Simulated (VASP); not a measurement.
Write the native input for VASP 6.6.1 that does the following.

| Quantity | Value |
| --- | --- |
| Task | single point |
| Functional | PBEsol |
| Potentials or basis | VASP PAW PBE potentials, release 64 (Sn_d, O) |
| Cutoff | 520 eV |
| k mesh | 12 × 12 × 10 |
| Occupations | gaussian, width 0.15 eV |
| Spin | no spin polarisation |
| Dipole correction | no |
| Further INCAR settings | ALGO = Normal; EDIFF = 1e-06; NBANDS = 28 |

The structure of SnO lies in POSCAR:

```
SnO
1.0
    3.8020000000      0.0000000000      0.0000000000
    0.0000000000      3.8020000000      0.0000000000
    0.0000000000      0.0000000000      4.8360000000
Sn O
2 2
Direct
    0.0000000000      0.5000000000      0.2385000000
    0.5000000000      0.0000000000      0.7615000000
   -0.1578116781      0.0000000000     -0.1240694789
    0.5000000000      0.5000000000      0.0000000000
```

This cell differs from its parent crystal: atom 3 (O) moved by (-0.600, -0.600) A along x and z.

These files were run (other wordings do the same):

INCAR

```
SYSTEM = SnO
PREC     = Accurate       ! precision mode
ENCUT    = 520            ! plane-wave cutoff, eV
EDIFF    = 1E-6           ! SCF threshold, eV
ISMEAR   = 0              ! smearing method
SIGMA    = 0.15           ! smearing width, eV
LREAL    = .FALSE.        ! projectors in reciprocal space
LASPH    = .TRUE.         ! aspherical terms in the spheres
NELM     = 60             ! most SCF steps
ALGO     = Normal         ! electronic algorithm
ISIF     = 2              ! what is computed and relaxed
LWAVE    = .FALSE.        ! write WAVECAR
LCHARG   = .FALSE.        ! write CHGCAR
GGA      = PS             ! functional
NBANDS   = 28             ! bands
```

KPOINTS

```
Automatic mesh
0
G
  12 12 10
  0 0 0
```

Potentials or basis: VASP PAW PBE potentials, release 64 (Sn_d, O).

Launch:

```sh
$ cat potpaw_PBE.64/Sn_d/POTCAR potpaw_PBE.64/O/POTCAR > POTCAR
$ mpirun -np 1 vasp_std > vasp.out
```

It gave:

```
Pressure               : 46.9 GPa
Largest force          : 42.965 eV/Å
Band gap on the k mesh : zero (bands 20 and 21 overlap by 0.42 eV)
```

Caveat: the cell differs from its parent crystal (atom 3 (O) moved by (-0.600, -0.600) A along x and z); atoms lie so close that the PAW spheres overlap strongly, which falsifies energies and pressures; the stress differs along the axes, from 5 to 114 GPa; semilocal functionals underestimate gaps, and a narrow one can read as zero; the PAW data sets were made with another functional, which shifts forces and pressure a little; spin-orbit coupling is left out, which moves the levels of the heavy elements.

Wall time 4.4 min on 1 thread of Intel(R) Xeon(R) 6975P-C (Granite Rapids), with other jobs on the host, peak memory 0.7 GiB.
